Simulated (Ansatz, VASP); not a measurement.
## Nb: VASP beside Ansatz

Contents of INCAR:

```
SYSTEM = Nb
PREC = Accurate
ENCUT = 520
EDIFF = 1E-6
ISMEAR = 0
SIGMA = 0.15
LREAL = .False.
LASPH = .True.
NELM = 60
ALGO = Fast
ISIF = 2
LWAVE = .False.
LCHARG = .True.
GGA = PS
LELF = .True.
LVHAR = .True.
NBANDS = 12
```

KPOINTS

```
regular mesh
0
Gamma
  20 20 20
  0 0 0
```

File POSCAR:

```
Nb
1.0
   -1.6389907500      1.6389907500      1.6889092500
    1.6389907500     -1.6389907500      1.6889092500
    1.6389907500      1.6389907500     -1.6889092500
Nb
1
Direct
    0.0000000000      0.0000000000      0.0000000000
```

Input for Ansatz:

```yaml
crystal:
  lattice:
    - [-1.63899075, 1.63899075, 1.68890925]
    - [1.63899075, -1.63899075, 1.68890925]
    - [1.63899075, 1.63899075, -1.68890925]
  atoms:
    - { symbol: Nb, position: [0.0, 0.0, 0.0] }
basis:
  ecutwfc: 420
kpoints:
  mp_grid: { grid: [20, 20, 20] }
hamiltonian:
  xc: pbesol
scf:
  occupations: { method: gaussian, width: 0.15 }
output:
  forces: true
  stress: true
  eigenvalues: true
```

Change from the starting cell: strain -0.015 along x and y, +0.015 along z, atoms carried along.

Alike in both runs: task single point; functional PBEsol; k mesh 20 × 20 × 20; occupations gaussian, width 0.15 eV; no spin polarisation.

|  | VASP | Ansatz |
| --- | --- | --- |
| version | VASP 6.6.1 | Ansatz 0.2.0 |
| potentials or method | VASP PAW PBE potentials, release 64 (Nb_sv), cutoff 520 eV | scalar-relativistic, plane waves, PAW |
| valence electrons in the cell | 13 | 13 |

Ansatz gave:

| Item | Value |
| --- | --- |
| gap on the k mesh at the Fermi level (eV) | none |
| pressure (GPa) | -6.1 |
| traceless stress, the component that is largest in VASP (GPa) | -2.36 |

**Question.** Estimate VASP's values.

**Answer.** gap on the k mesh at the Fermi level (eV): none; pressure (GPa): -6.3; traceless stress, the component that is largest in VASP (GPa): -2.35.

VASP's potentials were made for PBE, not for PBEsol. A gap of «none» marks a metal or a gap that the smearing closes.
